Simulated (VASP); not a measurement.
Input of a VASP 6.6.1 run:

File INCAR:

```
SYSTEM = BaTe
PREC     = Accurate       ! precision mode
ENCUT    = 600            ! plane-wave cutoff, eV
EDIFF    = 1E-6           ! SCF threshold, eV
ISMEAR   = 0              ! smearing method
SIGMA    = 0.01           ! smearing width, eV
LREAL    = .FALSE.        ! projectors in reciprocal space
LASPH    = .TRUE.         ! aspherical terms in the spheres
NELM     = 60             ! most SCF steps
ALGO     = Normal         ! electronic algorithm
ISIF     = 3              ! what is computed and relaxed
LWAVE    = .FALSE.        ! write WAVECAR
LCHARG   = .FALSE.        ! write CHGCAR
GGA      = PS             ! functional
IBRION   = 2              ! ionic algorithm
NSW      = 100            ! ionic steps
EDIFFG   = -0.002         ! ionic threshold
PSTRESS  = 100.0
```

The input KPOINTS:

```
Automatic mesh
0
G
  6 6 6
  0 0 0
```

POSCAR

```
BaTe
1.0
    3.4713714763      3.4713714763      0.0000000000
   -3.4713714763      3.4713714763      0.0000000000
    0.0000000000      3.4713714763      3.4713714763
Ba Te
1 1
Direct
    0.0000000000      0.0000000000      0.0000000000
    0.5000000000      0.5000000000      0.0000000000
```

Potentials or basis: VASP PAW PBE potentials, release 64 (Ba_sv, Te).

Run with:

```bash
$ cat potpaw_PBE.64/Ba_sv/POTCAR potpaw_PBE.64/Te/POTCAR > POTCAR
$ mpirun -np 1 vasp_std > vasp.out
```

(1) Predict the relaxed volume.

(2) Estimate the space group after relaxing (to 0.05 Å).

## Answers

(1) 34.58 Å³/atom.

(2) Fm-3m (No. 225).

Caveat: the cell is relaxed towards a set pressure, so the enthalpy falls and the energy may rise; the volume moved by over 15 % at a fixed basis, so the end points are rough; the PAW data sets were made with another functional, which shifts forces and pressure a little.
